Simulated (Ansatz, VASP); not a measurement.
**Two plane-wave programs on C**

File INCAR:

```
SYSTEM = C
  PREC = Accurate
  ENCUT = 520
  EDIFF = 1E-6
  ISMEAR = 0
  SIGMA = 0.05
  LREAL = .FALSE.
  LASPH = .TRUE.
  NELM = 60
  ALGO = Normal
  ISIF = 2
  LWAVE = .FALSE.
  LCHARG = .FALSE.
  GGA = PE
  NBANDS = 11
```

File KPOINTS:

```
regular mesh
0
G
  12 12 12
  0 0 0
```

Contents of POSCAR:

```
C
1.0
    0.0000000000      2.0380933152      1.8170952449
    1.5023404174      0.0000000000      1.8170952449
    1.5023404174      2.0380933152      0.0000000000
C
2
Direct
    0.5000000000      0.5000000000      0.5000000000
    0.7500000000      0.7500000000      0.7500000000
```

Input for Ansatz:

```yaml
crystal:
  lattice:
    - [0.0, 2.0380933152, 1.8170952449]
    - [1.5023404174, 0.0, 1.8170952449]
    - [1.5023404174, 2.0380933152, 0.0]
  atoms:
    - { symbol: C, position: [0.5, 0.5, 0.5] }
    - { symbol: C, position: [0.75, 0.75, 0.75] }
basis:
  ecutwfc: 520.0
kpoints:
  mp_grid: { grid: [12, 12, 12] }
hamiltonian:
  xc: pbe
  pseudopotentials: { kind: paw, azcp: { folder: soft_1 } }
scf:
  occupations: { method: gaussian, width: 0.05 }
output:
  forces: true
  stress: true
  eigenvalues: true
```

Change from the starting cell: strain +e along x and -e along y -0.1500, strain +e along z and -e/2 along x and y +0.0175.

Alike in both runs: task single point; functional PBE; k mesh 12 × 12 × 12; occupations gaussian, width 0.05 eV; no spin polarisation.

```csv
,VASP,Ansatz
version,VASP 6.6.1,Ansatz 0.2.0
potentials or method,"VASP PAW PBE potentials, release 64 (C), cutoff 520 eV","scalar-relativistic, plane waves, PAW"
valence electrons in the cell,8,8
```

```csv
,VASP,Ansatz,Ansatz less VASP
gap on the k mesh at the Fermi level (eV),none,none,-
pressure (GPa),12.3,11.8,-0.58
"traceless stress, the component that is largest in VASP (GPa)",-137.67,-137.74,-0.064
```

A gap of «none» marks a metal or a gap that the smearing closes.
